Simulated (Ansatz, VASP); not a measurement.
# Be: VASP beside Ansatz

```
Be
1.0
     3.47003    0.00000    0.00000
    -1.73502    3.00514    0.00000
     0.00000    0.00000    2.14518
Be
3
Cartesian
  3.4700 0.0000 0.0000
  0.0000 2.0034 1.0726
  1.7350 1.0017 1.0726
```

Alike in both runs: task single point; functional BLYP; k mesh 12 × 12 × 16; occupations fermi-dirac, width 0.1 eV; no spin polarisation.

|  | VASP | Ansatz |
| --- | --- | --- |
| version | VASP 6.6.1 | Ansatz 0.2.0 |
| potentials or method | VASP PAW PBE potentials, release 64 (Be), cutoff 520 eV | plane waves (420 eV) with PAW, scalar-relativistic |
| valence electrons in the cell | 6 | 6 |

|  | VASP | Ansatz | Ansatz less VASP |
| --- | --- | --- | --- |
| pressure (GPa) | 10.9 | 10.8 | -0.11 |
| traceless stress, the component that is largest in VASP (GPa) | -1.63 | -1.82 | -0.189 |

VASP's potentials were made for PBE, not for BLYP. With one functional, cell and mesh, what is left measures potentials, basis and numerics.
